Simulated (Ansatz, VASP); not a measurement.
## Two plane-wave programs on Lu

Contents of POSCAR:

```
Lu
1.0
    0.0000000000      2.5381213053      2.5381213053
    2.5381213053      0.0000000000      2.5381213053
    2.5381213053      2.5381213053      0.0000000000
Lu
1
Direct
    0.0000000000      0.0000000000      0.0000000000
```

The input INCAR.step1:

```
SYSTEM = Lu
  PREC = Accurate
  ENCUT = 660
  ISMEAR = -1
  SIGMA = 0.1
  LREAL = .False.
  LASPH = .True.
  NELM = 120
  NBANDS = 18
  GGA = PE
  ALGO = Normal
  EDIFF = 1E-5
  LWAVE = .True.
  LCHARG = .False.
  GGA_COMPAT = .False.
```

File INCAR.step2:

```
SYSTEM = Lu
  PREC = Accurate
  ENCUT = 660
  EDIFF = 1E-6
  ISMEAR = -1
  SIGMA = 0.1
  LREAL = .False.
  LASPH = .True.
  NELM = 120
  ALGO = Normal
  ISIF = 2
  LWAVE = .False.
  LCHARG = .False.
  METAGGA = R2SCAN
  LMIXTAU = .True.
  NBANDS = 18
  ISTART = 1
  GGA_COMPAT = .False.
```

The input KPOINTS:

```
regular mesh
0
Gamma
  13 13 13
  0 0 0
```

Input for Ansatz:

```yaml
crystal:
  lattice:
    - [0.0, 2.5381213053, 2.5381213053]
    - [2.5381213053, 0.0, 2.5381213053]
    - [2.5381213053, 2.5381213053, 0.0]
  atoms:
    - { symbol: Lu, position: [0.0, 0.0, 0.0] }
hamiltonian:
  xc: r2scan
  pseudopotentials:
    kind: paw
    azcp:
      Lu: "pseudopotentials/Lu.paw.azcp"
basis:
  ecutwfc: 500
  fft_grid_basis: typed
kpoints:
  mp_grid: { grid: [13, 13, 13], shift: [0, 0, 0] }
magnetization:
  spin_polarized: false
scf:
  occupations: { method: fermi_dirac, width: 0.1 }
  lower_state_search: "off"
output:
  stress: true
```

Alike in both runs: task single point; functional r2SCAN; k mesh 13 × 13 × 13; occupations fermi-dirac, width 0.1 eV; no spin polarisation.

```csv
,VASP,Ansatz
version,VASP 6.6.1,Ansatz 0.2.0
potentials or method,"VASP PAW PBE potentials, release 64 (Lu), cutoff 660 eV","plane waves (500 eV) with PAW, scalar-relativistic"
valence electrons in the cell,25,25
```

Ansatz gave:

```
pressure (GPa) : -4.1
```

Question: What did VASP give for the same quantities?

Answer: Pressure (GPa): -3.9.

VASP's potentials were made for PBE, not for r2SCAN. With one functional, cell and mesh, what is left measures potentials, basis and numerics.

Neither program's run includes spin-orbit coupling.
